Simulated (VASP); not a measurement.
# ScAl (Pm-3m) in VASP: notebook, part 2 of 2

VASP 6.6.1.

## Step 5: Single point, r2SCAN

The input, POSCAR:

```
ScAl
1.0
    3.3703490000      0.0000000000      0.0000000000
    0.0000000000      3.3703490000      0.0000000000
    0.0000000000      0.0000000000      3.3703490000
Sc Al
1 1
Direct
    0.5000000000      0.5000000000      0.5000000000
    0.0000000000      0.0000000000      0.0000000000
```

The input, INCAR.step1:

```
SYSTEM = ScAl
PREC = Accurate
ENCUT = 520
ISMEAR = 1
SIGMA = 0.1
LREAL = .FALSE.
LASPH = .TRUE.
NELM = 60
NBANDS = 14
GGA = PE
ALGO = Normal
EDIFF = 1E-4
LWAVE = .TRUE.
LCHARG = .FALSE.
```

The input, INCAR.step2:

```
SYSTEM = ScAl
PREC = Accurate
ENCUT = 520
EDIFF = 1E-6
ISMEAR = 1
SIGMA = 0.1
LREAL = .FALSE.
LASPH = .TRUE.
NELM = 60
ALGO = Normal
ISIF = 2
LWAVE = .FALSE.
LCHARG = .FALSE.
METAGGA = R2SCAN
LMIXTAU = .TRUE.
NBANDS = 14
ISTART = 1
```

The input, KPOINTS:

```
regular mesh
0
G
  10 10 10
  0 0 0
```

Potentials or basis: VASP PAW PBE potentials, release 64 (Sc_sv, Al).

Started as:

```bash
cat potpaw_PBE.64/Sc_sv/POTCAR potpaw_PBE.64/Al/POTCAR > POTCAR
cp INCAR.step1 INCAR
mpirun -np 1 vasp_std > vasp.out
cp INCAR.step2 INCAR
mpirun -np 1 vasp_std > vasp.out
```

OUTCAR:

```text
SYSTEM = ScAl
   PREC = Accurate
   ENCUT = 520
   EDIFF = 1E-6
   ISMEAR = 1
   LREAL = .FALSE.
   LASPH = .TRUE.
   NELM = 60
   ISIF = 2
   METAGGA = R2SCAN
   ISTART = 1

 ion  position               nearest neighbor table
   1  0.500  0.500  0.500-   2 2.92   2 2.92   2 2.92   2 2.92   2 2.92   2 2.92   2 2.92   2 2.92

   2  0.000  0.000  0.000-   1 2.92   1 2.92   1 2.92   1 2.92   1 2.92   1 2.92   1 2.92   1 2.92

  LATTYP: Found a simple cubic cell.
 ALAT       =     3.3703490000

  Lattice vectors:

 A1 = (   3.3703490000,   0.0000000000,   0.0000000000)
 A2 = (   0.0000000000,   3.3703490000,   0.0000000000)
 A3 = (   0.0000000000,   0.0000000000,   3.3703490000)

Analysis of symmetry for initial positions (statically):
=====================================================================
 Subroutine PRICEL returns:
 Original cell was already a primitive cell.

 Routine SETGRP: Setting up the symmetry group for a
 simple cubic supercell.

 Subroutine GETGRP returns: Found 48 space group operations
 (whereof 48 operations were pure point group operations)
 out of a pool of 48 trial point group operations.

The static configuration has the point symmetry O_h .

Analysis of symmetry for dynamics (positions and initial velocities):
=====================================================================
 Subroutine PRICEL returns:
 Original cell was already a primitive cell.

 Routine SETGRP: Setting up the symmetry group for a
 simple cubic supercell.

 Subroutine GETGRP returns: Found 48 space group operations
 (whereof 48 operations were pure point group operations)
 out of a pool of 48 trial point group operations.

The dynamic configuration has the point symmetry O_h .

 Subroutine INISYM returns: Found 48 space group operations
 (whereof 48 operations are pure point group operations),
 and found     1 'primitive' translations

----------------------------------------------------------------------------------------

                                     Primitive cell

  volume of cell :      38.2846

  direct lattice vectors                    reciprocal lattice vectors
     3.370349000  0.000000000  0.000000000     0.296705178  0.000000000  0.000000000
     0.000000000  3.370349000  0.000000000     0.000000000  0.296705178  0.000000000
     0.000000000  0.000000000  3.370349000     0.000000000  0.000000000  0.296705178

  length of vectors
     3.370349000  3.370349000  3.370349000     0.296705178  0.296705178  0.296705178

  position of ions in fractional coordinates (direct lattice)
     0.500000000  0.500000000  0.500000000
     0.000000000  0.000000000  0.000000000

  ion indices of the primitive-cell ions
   primitive index   ion index
                 1           1
                 2           2

----------------------------------------------------------------------------------------

 KPOINTS: regular mesh

Automatic generation of k-mesh.
 Grid dimensions read from file:
 generate k-points for:   10   10   10

 Generating k-lattice:

  Cartesian coordinates                     Fractional coordinates (reciprocal lattice)
     0.029670518  0.000000000  0.000000000     0.100000000  0.000000000  0.000000000
     0.000000000  0.029670518  0.000000000     0.000000000  0.100000000  0.000000000
     0.000000000  0.000000000  0.029670518     0.000000000  0.000000000  0.100000000

  Length of vectors
     0.029670518  0.029670518  0.029670518

  Shift w.r.t. Gamma in fractional coordinates (k-lattice)
     0.000000000  0.000000000  0.000000000

 Subroutine IBZKPT returns following result:
 ===========================================

 Found     56 irreducible k-points:

 Following reciprocal coordinates:
            Coordinates               Weight
  0.000000  0.000000  0.000000      1.000000
  0.100000  0.000000  0.000000      6.000000
  0.200000  0.000000  0.000000      6.000000
  0.300000  0.000000  0.000000      6.000000
  0.400000  0.000000  0.000000      6.000000
  0.500000  0.000000  0.000000      3.000000
[... 16 lines left out ...]
  0.200000  0.100000  0.100000     24.000000
  0.300000  0.100000  0.100000     24.000000
 [... further k-points ...]
   k-points           NKPTS =     56   k-points in BZ     NKDIM =     56   number of bands    NBANDS=     14
   number of dos      NEDOS =    301   number of ions     NIONS =      2
   total plane-waves  NPLWV =  21952
   dimension x,y,z NGX =    28 NGY =   28 NGZ =   28
   dimension x,y,z NGXF=    56 NGYF=   56 NGZF=   56
   ions per type =               1   1
   NGX,Y,Z   is equivalent  to a cutoff of  13.81, 13.81, 13.81 a.u.
   NGXF,Y,Z  is equivalent  to a cutoff of  27.62, 27.62, 27.62 a.u.
 SYSTEM =  ScAl
   PREC   = accura    normal or accurate (medium, high low for compatibility)
   ISTART =      1    job   : 0-new  1-cont  2-samecut
   ICHARG =      0    charge: 1-file 2-atom 10-const
   ISPIN  =      1    spin polarized calculation?
   LNONCOLLINEAR =      F non collinear calculations
   LSORBIT =      F    spin-orbit coupling
   LASPH  =      T    aspherical Exc in radial PAW
   ENCUT  =  520.0 eV  38.22 Ry    6.18 a.u.   6.27  6.27  6.27*2*pi/ulx,y,z
   NELM   =     60;   NELMIN=  2; NELMDL=  0     # of ELM steps
   EDIFF  = 0.1E-05   stopping-criterion for ELM
   LREAL  =      F    real-space projection
   EDIFFG = 0.1E-04   stopping-criterion for IOM
   NSW    =      0    number of steps for IOM
   IBRION =     -1    ionic relax: 0-MD 1-quasi-New 2-CG
   NFREE  =      0    steps in history (QN), initial steepest desc. (CG)
   ISIF   =      2    stress and relaxation
   ISYM   =      2    0-nonsym 1-usesym 2-fastsym
   POTIM  = 0.5000    time-step for ionic-motion
   TEBEG  =    0.0;   TEEND  =   0.0 temperature during run
   PSTRESS=    0.0 pullay stress
   NELECT =      14.0000    total number of electrons
   NUPDOWN=      -1.0000    fix difference up-down
   EMIN   =  10.00;   EMAX   =-10.00  energy-range for DOS
   EFERMI =   0.00;   METHOD = LEGACY
   ISMEAR =     1;   SIGMA  =   0.10  broadening in eV -4-tet -1-fermi 0-gaus
   EFERMI_NEDOS =   21; number of points for ismear=-14 and -15
   IALGO  =     38    algorithm
   IMIX   =      4    mixing-type and parameters
     AMIX     =   0.40;   BMIX     =  1.00
     AMIX_MAG =   1.60;   BMIX_MAG =  1.00
  volume/ion in A,a.u.               =      19.14       129.18
  Fermi-wavevector in a.u.,A,eV,Ry     =   1.170692  2.212287 18.647052  1.370520
  Thomas-Fermi vector in A             =   2.307147
   LORBIT       =      0    0 simple, 1 ext, 2 COOP (PROOUT), +10 PAW based schemes
   METAGGA = R2SCAN    functional components
   LHFCALC =     F    Hartree Fock is set to
   AEXX    =    0.0000 exact exchange contribution
   IVDW    =     0    specifies the selected vdW correction
   LEPSILON=     F    determine dielectric tensor
   LRPA    =     F    only Hartree local field effects (RPA)
 non-spin polarized calculation
 Methfessel and Paxton  Order N= 1 SIGMA  =   0.10
  energy-cutoff  :      520.00
  volume of cell :       38.28
 maximum number of plane-waves:      1064
 NGX is ok and might be reduce to    28
   NGX = 13   NGY = 13   NGZ = 13

 number of electron      14.0000002 magnetization

 Free energy of the ion-electron system (eV)
  ---------------------------------------------------
  ext. energy  EPLUGINS =         0.00000000
  ---------------------------------------------------
  free energy    TOTEN  =       -19.06092510 eV

  energy without entropy =      -19.06036549  energy(sigma->0) =      -19.06073856

 E-fermi :   6.1877     XC(G=0): -11.0288

 val. band max:        6.1609565719   @ k =   0.4000   0.1000   0.1000
 cond. band min:       6.2373870323   @ k =   0.4000   0.4000   0.1000
 fundamental gap:      0.0764304604
 Fermi energy:         6.1876579648

 k-point     1 :       0.0000    0.0000    0.0000
  band No.  band energies     occupation
      1     -45.4598      2.00000
      2     -23.0710      2.00000
      3     -23.0710      2.00000
      4     -23.0710      2.00000
      5      -2.8962      2.00000
      6       5.4371      2.00000
      7       5.4371      2.00000
      8       9.0970      0.00000
      9       9.0970      0.00000
     10       9.0970      0.00000
     11      10.0177      0.00000
     12      10.0177      0.00000
     13      10.0177      0.00000
     14      15.0218      0.00000
[... 375 lines left out ...]
 k-point    24 :       0.3000    0.1000    0.1000
  band No.  band energies     occupation
      1     -45.4468      2.00000
      2     -23.1902      2.00000
      3     -23.0765      2.00000
      4     -23.0747      2.00000
      5      -1.3326      2.00000
      6       3.6119      2.00000
      7       5.8258      2.00000
      8       7.2552     -0.00000
      9       7.2959     -0.00000
     10       8.7715      0.00000
     11       9.8213      0.00000
     12      12.0788      0.00000
     13      12.1612      0.00000
     14      14.3934      0.00000

 [... further k-points ...]
[... 5 lines left out ...]
  --------------------------------------------------------------------------------------
  -------------------------------------------------------------------------------------
  Total        0.0414739      0.0414739      0.0414739      0.0000000     -0.0000000      0.0000000
  in kB        1.7356431      1.7356431      1.7356431      0.0000000     -0.0000000      0.0000000
  external PRESSURE =       1.7356431 kB  Pullay stress =       0.0000000 kB

 VOLUME and BASIS-vectors are now :
 -----------------------------------------------------------------------------
  energy-cutoff  :      520.00
  volume of cell :       38.28
      direct lattice vectors                 reciprocal lattice vectors
     3.370349000  0.000000000  0.000000000     0.296705178  0.000000000  0.000000000
     0.000000000  3.370349000  0.000000000     0.000000000  0.296705178  0.000000000
     0.000000000  0.000000000  3.370349000     0.000000000  0.000000000  0.296705178

 POSITION                                       TOTAL-FORCE (eV/Angst)
 -----------------------------------------------------------------------------------
      1.68517      1.68517      1.68517         0.000000      0.000000      0.000000
      0.00000      0.00000      0.00000         0.000000      0.000000      0.000000
 -----------------------------------------------------------------------------------
    total drift:                                0.000000      0.000000      0.000000

  FREE ENERGIE OF THE ION-ELECTRON SYSTEM (eV)
  ---------------------------------------------------
  free  energy   TOTEN  =       -19.0609250956 eV

  energy  without entropy=      -19.0603654897  energy(sigma->0) =      -19.06073856
```

OUTCAR.step1:

```text
SYSTEM = ScAl
   PREC = Accurate
   ENCUT = 520
   ISMEAR = 1
   LREAL = .FALSE.
   LASPH = .TRUE.
[... 631 lines left out ...]
      1.68517      1.68517      1.68517         0.000000      0.000000      0.000000
      0.00000      0.00000      0.00000         0.000000      0.000000      0.000000
 -----------------------------------------------------------------------------------
    total drift:                                0.000000      0.000000      0.000000

  FREE ENERGIE OF THE ION-ELECTRON SYSTEM (eV)
  ---------------------------------------------------
  free  energy   TOTEN  =       -10.8880862616 eV

  energy  without entropy=      -10.8874992671  energy(sigma->0) =      -10.88789060
```

OSZICAR.step1:

```text
N       E                     dE             d eps       ncg     rms          rms(c)
DAV:   1     0.117146302988E+03    0.11715E+03   -0.68232E+03  1608   0.948E+02
DAV:   2    -0.900890581323E+01   -0.12616E+03   -0.12306E+03  1598   0.311E+02
DAV:   3    -0.119576206775E+02   -0.29487E+01   -0.28570E+01  2294   0.576E+01
DAV:   4    -0.120269018495E+02   -0.69281E-01   -0.69253E-01  1886   0.735E+00
DAV:   5    -0.120302242827E+02   -0.33224E-02   -0.33224E-02  2376   0.150E+00    0.730E+00
DAV:   6    -0.109372716012E+02    0.10930E+01   -0.18695E+00  2404   0.197E+01    0.204E+00
DAV:   7    -0.109007303945E+02    0.36541E-01   -0.87685E-02  2544   0.278E+00    0.940E-01
DAV:   8    -0.108885125262E+02    0.12218E-01   -0.13696E-02  2064   0.125E+00    0.211E-01
DAV:   9    -0.108881212890E+02    0.39124E-03   -0.13482E-03  2406   0.623E-01    0.110E-01
DAV:  10    -0.108880862616E+02    0.35027E-04   -0.14017E-04  1984   0.168E-01
   1 F= -.10888086E+02 E0= -.10887891E+02  d E =-.586994E-03
```

Run time: 53 s. Hardware: 1 thread of Intel Xeon Platinum 8559C (Emerald Rapids), shared host; peak memory 0.18 GiB.

Results:

```yaml
Free_energy: -19.0609 eV
Pressure: 0.2 GPa
Band_gap_on_the_k_mesh: zero (band 7 reaches 6.52 eV, above the bottom of band 8 at 5.27 eV)
```

Levels at points of the mesh, in eV from the Fermi level:
```tsv
k point	band 5	band 6	band 7	band 8	band 9	band 10
(0.00, 0.00, 0.00)	-9.08	-0.75	-0.75	2.91	2.91	2.91
(0.50, 0.00, 0.00)	-6.14	-4.96	0.29	0.85	0.85	3.15
(0.50, 0.50, 0.00)	-5.01	-2.20	-2.20	-0.91	1.65	1.65
(0.50, 0.50, 0.50)	-2.79	-2.79	-2.79	-0.35	2.86	2.86
```

Caveat: the PAW data sets were made with another functional, which shifts forces and pressure a little.

## Step 6: The runs side by side

| smearing | gap on the mesh (eV) | pressure (GPa) |
| --- | --- | --- |
| methfessel-paxton 0.5 eV | none | 0.0 |
| methfessel-paxton 0.3 eV | none | 0.1 |
| methfessel-paxton 0.2 eV | none | 0.2 |
| methfessel-paxton 0.1 eV | none | 0.2 |

Alike in all rows: task single point; level r2SCAN; potentials or basis VASP PAW PBE potentials, release 64 (Sc_sv, Al); no spin polarisation; cell as given; k mesh 10 × 10 × 10; cutoff (eV) 520.

Every run on the cell as given and a fine mesh finds a metal.

Caveats: the PAW data sets were made with another functional, which shifts forces and pressure a little.

Total energies depend on the potentials used, so only differences within one code and one set of settings carry meaning.
